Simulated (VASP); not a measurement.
Input of a VASP 6.6.1 run:

The input INCAR:

```
PREC     = Accurate       # precision mode
ENCUT    = 520            # plane-wave cutoff, eV
EDIFF    = 1E-6           # SCF threshold, eV
ISMEAR   = -1             # smearing method
SIGMA    = 0.15           # smearing width, eV
LREAL    = F              # projectors in reciprocal space
LASPH    = T              # aspherical terms in the spheres
NELM     = 80             # most SCF steps
ALGO     = Normal         # electronic algorithm
ISIF     = 2              # what is computed and relaxed
LWAVE    = F              # write WAVECAR
LCHARG   = F              # write CHGCAR
NBANDS   = 13             # bands
```

File KPOINTS:

```
Automatic mesh
0
Gamma
  12 12 12
```

File POSCAR:

```
Sn
1.0
   -1.8531882598      1.8531882598      1.8531882598
    1.8531882598     -1.8531882598      1.8531882598
    1.8531882598      1.8531882598     -1.8531882598
Sn
1
Direct
    0.0000000000      0.0000000000      0.0000000000
```

Potentials or basis: VASP PAW LDA potentials, release 64 (Sn_d).

Launch:

```sh
$ cat potpaw_LDA.64/Sn_d/POTCAR > POTCAR
$ mpirun -np 1 vasp_std > vasp.out
```

Task: What does it give for the band gap on the k mesh?

Result: Zero (bands 7 and 8 overlap by 11.10 eV).

Task: Predict the pressure.

Result: 0.0 GPa.

Caveat: spin-orbit coupling is left out, which moves the levels of the heavy elements.
